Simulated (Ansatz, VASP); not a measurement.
# Cs3Nb in VASP and in Ansatz

```xyz
4
Lattice="6.0810 0.0000 0.0000 0.0000 6.0810 0.0000 0.0000 0.0000 6.0810" Properties=species:S:1:pos:R:3 pbc="T T T"
Cs    0.0000    3.0405    3.0405
Cs    3.0405    0.0000    3.0405
Cs    3.0405    3.0405    0.0000
Nb    0.0000    0.0000    0.0000
```

Alike in both runs: task relaxation of cell and atoms; functional PBE; k mesh 8 × 8 × 8; occupations gaussian, width 0.1 eV; no spin polarisation.

|  | VASP | Ansatz |
| --- | --- | --- |
| version | VASP 6.6.1 | Ansatz 0.2.0 |
| potentials or method | VASP PAW PBE potentials, release 64 (Cs_sv, Nb_sv), cutoff 600 eV | scalar-relativistic, plane waves, PAW |
| valence electrons in the cell | 40 | 40 |

```csv
,VASP,Ansatz,Ansatz less VASP
"gap on the k mesh at the Fermi level, each at its own relaxed structure (eV)",none,none,-
relaxed volume (Å³/atom),56.22,56.22,0.000
relaxed length of the cell vector where the two differ most in proportion (Å),6.081,6.081,0.0000
```

A gap of «none» marks a metal or a gap that the smearing closes.

Neither program's run includes spin-orbit coupling. Noted on VASP's run: the relaxation stopped at its first step, so nothing moved.
